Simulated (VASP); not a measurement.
TiAl3, 4 atoms in the cell. Symmetry: I4/mmm, No. 139, tetragonal system. Conventional cell: a = 3.779 Å, b = 3.779 Å, c = 8.484 Å, α = 90.00°, β = 90.00°, γ = 90.00°. Ti (site symmetry 4/mmm) has 12 Al at 2.67 to 2.84 Å within 3.5 Å. Al (site symmetry 4/mmm) has 4 Ti at 2.67 Å and 8 Al at 2.84 Å within 3.5 Å. Within 3.5 Å of Al (site symmetry -4m2) lie 8 Al at 2.67 to 2.84 Å and 4 Ti at 2.84 Å. 

```yaml
Program: VASP 6.6.1
Task: single point
Functional: LDA
Potentials_or_basis: VASP PAW LDA potentials, release 64 (Ti_sv, Al)
Cutoff: 520 eV
k_mesh: 14 × 14 × 14
Occupations: gaussian, width 0.15 eV
Spin: no spin polarisation
Dipole_correction: no
Further_INCAR_settings: ALGO = Fast; EDIFF = 1e-06; NBANDS = 18
```

Potentials or basis: VASP PAW LDA potentials, release 64 (Ti_sv, Al).

Command:

```bash
$ cat potpaw_LDA.64/Ti_sv/POTCAR potpaw_LDA.64/Al/POTCAR > POTCAR
$ mpirun -np 1 vasp_std > vasp.out
```

Hardware: 1 thread of Intel Xeon 8259CL, with other jobs on the host.

Task: Estimate the wall time of this run.

Result: Run time: 26 min on 1 thread of Intel Xeon 8259CL, with other jobs on the host, peak memory 0.39 GiB. Counts: scf iterations 26, k points 244.
